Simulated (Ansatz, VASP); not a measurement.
**Two plane-wave programs on GaMo**

```
Ga Mo
1.0
    -1.81163    1.81163    2.56119
     1.81163   -1.81163    2.56119
     1.81163    1.81163   -2.56119
Ga Mo
1 1
Direct
  0.96407 0.96407 0.00000
  0.46393 0.46393 0.00000
```

Change from the starting cell: species swapped into the SnP type (I4mm, No. 107).

Alike in both runs: functional PBE; k mesh 8 × 8 × 8; occupations gaussian, width 0.2 eV; no spin polarisation.

Ansatz relaxed the structure, and its values are those at the end. VASP's run is a single point on that final structure, the one shown.

|  | VASP | Ansatz |
| --- | --- | --- |
| version | VASP 6.6.1 | Ansatz 0.2.0 |
| potentials or method | VASP PAW PBE potentials, release 64 (Ga_d, Mo_sv), cutoff 520 eV | scalar-relativistic, plane waves, PAW |
| valence electrons in the cell | 27 | 27 |

```tsv
	VASP	Ansatz	Ansatz less VASP
gap on the k mesh at the Fermi level (eV)	none	none	-
pressure (GPa)	0.6	0.2	-0.45
rms of the force components (eV/Å)	0.004	0.004	-0.0001
```

A gap of «none» marks a metal or a gap that the smearing closes. With one functional, cell and mesh, what is left measures potentials, basis and numerics.
